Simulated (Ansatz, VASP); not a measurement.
Two plane-wave programs on Al5Rh

```
CELL_PARAMETERS angstrom
0.00000 3.63229 3.63229
3.63229 0.00000 3.63229
3.63229 3.63229 0.00000
ATOMIC_POSITIONS crystal
Al 0.75000 0.75000 0.75000
Al 0.37492 0.37492 0.87524
Al 0.37492 0.87524 0.37492
Al 0.37492 0.37492 0.37492
Al 0.87524 0.37492 0.37492
Rh 0.00000 0.00000 0.00000
```

Change from the starting cell: species swapped into the DyCu5 type (F-43m, No. 216).

Alike in both runs: task relaxation of cell and atoms; functional PBE; k mesh 10 × 10 × 10; occupations gaussian, width 0.1 eV; no spin polarisation.

```csv
,VASP,Ansatz
version,VASP 6.6.1,Ansatz 0.2.0
potentials or method,"VASP PAW PBE potentials, release 64 (Al, Rh_pv), cutoff 600 eV","scalar-relativistic, plane waves, PAW"
valence electrons in the cell,30,32
```

|  | VASP | Ansatz | Ansatz less VASP |
| --- | --- | --- | --- |
| gap on the k mesh at the Fermi level, each at its own relaxed structure (eV) | none | none | - |
| relaxed volume (Å³/atom) | 15.93 | 15.93 | +0.001 |
| relaxed cell length with the largest relative difference (Å) | 5.132 | 5.132 | +0.0001 |

A gap of «none» marks a metal or a gap that the smearing closes. VASP's potentials hold 30 valence electrons a cell and Ansatz's 32, so a difference there can come from the potentials and not from the codes.
